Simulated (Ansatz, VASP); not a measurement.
Ga: VASP beside Ansatz

POSCAR

```
Ga
1.0
   -1.4040000000      1.4040000000      2.2290000000
    1.4040000000     -1.4040000000      2.2290000000
    1.4040000000      1.4040000000     -2.2290000000
Ga
1
Direct
    0.0000000000      0.0000000000      0.0000000000
```

Contents of INCAR.step1:

```
SYSTEM = Ga
  PREC = Accurate
  ENCUT = 520
  ISMEAR = -1
  SIGMA = 0.03
  LREAL = .FALSE.
  LASPH = .TRUE.
  NELM = 60
  NBANDS = 12
  GGA = PE
  ALGO = Normal
  EDIFF = 1E-4
  LWAVE = .TRUE.
  LCHARG = .FALSE.
```

INCAR.step2

```
SYSTEM = Ga
  PREC = Accurate
  ENCUT = 520
  EDIFF = 1E-8
  ISMEAR = -1
  SIGMA = 0.03
  LREAL = .FALSE.
  LASPH = .TRUE.
  NELM = 60
  ALGO = Normal
  ISIF = 2
  LWAVE = .FALSE.
  LCHARG = .FALSE.
  METAGGA = R2SCAN
  LMIXTAU = .TRUE.
  LEFG = .TRUE.
  NBANDS = 12
  ISTART = 1
```

Contents of KPOINTS:

```
regular mesh
0
G
  16 16 16
  0 0 0
```

Input for Ansatz:

```yaml
crystal:
  lattice:
    - [-1.404, 1.404, 2.229]
    - [1.404, -1.404, 2.229]
    - [1.404, 1.404, -2.229]
  atoms:
    - { symbol: Ga, position: [0.0, 0.0, 0.0] }
kpoints:
  mp_grid: { grid: [16, 16, 16] }
  band_path:
    path:
      - [0.0, 0.0, 0.0]
      - [0.0, 0.0, 0.5]
      - [0.25, 0.25, 0.25]
      - [0.0, 0.5, 0.0]
      - [0.0, 0.0, 0.0]
      - [0.5, 0.5, -0.5]
      - [0.3491868475, 0.6508131525, -0.3491868475]
      - [-0.3491868475, 0.3491868475, 0.3491868475]
      - [0.0, 0.0, 0.0]
    npoints: 5
scf:
  occupations: { method: fermi_dirac, width: 0.03 }
hamiltonian:
  xc: r2scan
  pseudopotentials: { kind: paw }
output:
  forces: true
  stress: true
  eigenvalues: true
  efg: { contact_densities: true }
  write_density: true
  write_potential: true
  elf: true
  volumetric_format: npy
```

Alike in both runs: task electric field gradients; functional r2SCAN; k mesh 16 × 16 × 16; occupations fermi-dirac, width 0.03 eV; no spin polarisation.

|  | VASP | Ansatz |
| --- | --- | --- |
| version | VASP 6.6.1 | Ansatz 0.2.0 |
| potentials or method | VASP PAW PBE potentials, release 64 (Ga_d) | PAW with Ansatz's default frozen-core files, scalar-relativistic |
| plane-wave cutoff (eV) | 520 | 500 |
| valence electrons in the cell | 13 | 13 |

Ansatz gave:

| Property | Result |
| --- | --- |
| pressure (GPa) | 1.1 |
| traceless stress, the component that is largest in VASP (GPa) | -0.41 |
| size of Vzz on the site where it differs most (V/Å²) | 25.7 |

Problem. Which values does VASP return?

Solution. Pressure (GPa): 1.1; traceless stress, the component that is largest in VASP (GPa): -0.40; size of Vzz on the site where it differs most (V/Å²): 24.0.

VASP's potentials were made for PBE, not for r2SCAN. The functional is the same, so the differences come from potentials, cutoffs and numerics.
